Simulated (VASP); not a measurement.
Write the native input for VASP 6.6.1 that does the following.

```
Task                   : single point
Functional             : PBE
Potentials or basis    : VASP PAW PBE potentials, release 64 (V_sv)
Cutoff                 : 500 eV
k mesh                 : 6 × 6 × 6
Occupations            : gaussian, width 0.1 eV
Spin                   : collinear spin, ferromagnetic start
Starting moments       : [0.51] μB
Hubbard terms          : V d U = 5.6 eV
Dipole correction      : no
Further INCAR settings : ALGO = Normal; EDIFF = 1e-06; NBANDS = 16
```

The structure of V lies in POSCAR:

```
V
1.0
   -1.5130000000      1.5130000000      1.5130000000
    1.5130000000     -1.5130000000      1.5130000000
    1.5130000000      1.5130000000     -1.5130000000
V
1
Direct
    0.0000000000      0.0000000000      0.0000000000
```

The input as run:

INCAR

```
  PREC = Accurate
  ENCUT = 500
  EDIFF = 1E-6
  ISMEAR = 0
  SIGMA = 0.1
  LREAL = F
  LASPH = T
  NELM = 200
  ALGO = Normal
  ISIF = 2
  LWAVE = F
  LCHARG = F
  ISPIN = 2
  MAGMOM = 0.51
  LORBIT = 11
  LMAXMIX = 4
  LDAU = T
  LDAUTYPE = 2
  LDAUL = 2
  LDAUU = 5.6
  LDAUJ = 0
  LDAUPRINT = 1
  GGA = PE
  NBANDS = 16
  GGA_COMPAT = F
```

KPOINTS

```
regular mesh
0
Gamma
  6 6 6
```

Potentials or basis: VASP PAW PBE potentials, release 64 (V_sv).

Run with:

```console
$ cat potpaw_PBE.64/V_sv/POTCAR > POTCAR
$ mpirun -np 1 vasp_std > vasp.out
```

Results of the run:

| Item | Value |
| --- | --- |
| Pressure | 43.2 GPa |
| Net moment | 1.90 μB per cell |
| Site moments | V +1.79 μB |
| Valence electrons inside the program's atomic spheres | V 11.60 |

Caveat: the k points lie up to 0.49 Å⁻¹ apart; the U is typed as a test and isn't derived for this compound.

Run time: 72 s on 1 thread of AMD EPYC 7R43 64-Core Processor (Zen 3), on a shared host, peak memory 0.09 GiB.
